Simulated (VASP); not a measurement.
Write the native input for VASP 6.6.1 that does the following.

```yaml
Task: single point
Functional: LDA
Potentials_or_basis: VASP PAW LDA potentials, release 64 (Ti_sv)
Cutoff: 520 eV
k_mesh: 20 × 20 × 20
Occupations: gaussian, width 0.15 eV
Spin: no spin polarisation
Dipole_correction: no
Further_INCAR_settings: ALGO = Fast; EDIFF = 1e-06; NBANDS = 12
```

The structure of Ti lies in POSCAR:

```
Ti
1.0
    0.0000000000      1.8955059932      2.0005340298
    1.8955059932      0.0000000000      2.0005340298
    1.8955059932      1.8955059932      0.0000000000
Ti
1
Direct
    0.0000000000      0.0000000000      0.0000000000
```

This cell differs from its parent crystal: normal strain along x -0.0525, normal strain along y -0.0525.

The input as run:

INCAR

```
ALGO = Fast
EDIFF = 1E-6
ENCUT = 520
ISIF = 2
ISMEAR = 0
LASPH = T
LCHARG = T
LELF = T
LREAL = F
LVHAR = T
LWAVE = F
NBANDS = 12
NELM = 80
PREC = Accurate
SIGMA = 0.15
```

KPOINTS

```
k-points
0
Gamma
  20 20 20
```

Potentials or basis: VASP PAW LDA potentials, release 64 (Ti_sv).

Run with:

```bash
$ cat potpaw_LDA.64/Ti_sv/POTCAR > POTCAR
$ mpirun -np 1 vasp_std > vasp.out
```

It gave:

- Pressure: 15.4 GPa
- Band gap on the k mesh: zero (bands 6 and 7 overlap by 1.35 eV)

Caveat: the cell differs from its parent crystal (normal strain along x -0.0525, normal strain along y -0.0525); the cell stands under pressure.

Run time: 3 min on 1 thread of AMD EPYC 9R45 (Zen 5), on a shared host, peak memory 0.17 GiB.
